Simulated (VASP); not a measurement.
Cu, 2 atoms in the cell. It takes space group P6_3/mmc (No. 194, hexagonal). The conventional cell has a = 2.552 Å, b = 2.552 Å, c = 4.169 Å, α = 90.00°, β = 90.00°, γ = 120.00°. Within 3.4 Å of Cu (site symmetry -6m2) lie 12 Cu at 2.55 Å. This isn't the form of Cu at room conditions, which is fcc.

| Item | Value |
| --- | --- |
| Program | VASP 6.6.1 |
| Task | relaxation of cell and atoms |
| Functional | PBE |
| Potentials or basis | VASP PAW PBE potentials, release 64 (Cu) |
| Cutoff | 600 eV |
| k mesh | 8 × 8 × 6 |
| Occupations | gaussian, width 0.05 eV |
| Spin | no spin polarisation |
| Dipole correction | no |
| Further INCAR settings | ALGO = Normal; EDIFF = 1e-07; IBRION = 2; EDIFFG = -0.03; NSW = 80; ISIF = 3 |

Potentials or basis: VASP PAW PBE potentials, release 64 (Cu).

Run with:

```console
$ cat potpaw_PBE.64/Cu/POTCAR > POTCAR
$ mpirun -np 1 vasp_std > vasp.out
```

Hardware: 1 thread of Intel(R) Xeon(R) 6975P-C (Granite Rapids), on a shared host.

Question: How long does it take, and how much memory?

Answer: It took 19 s on 1 thread of Intel(R) Xeon(R) 6975P-C (Granite Rapids) (shared host), peak memory 0.14 GiB. Counts: scf iterations 35, k points 40, ion steps 4.
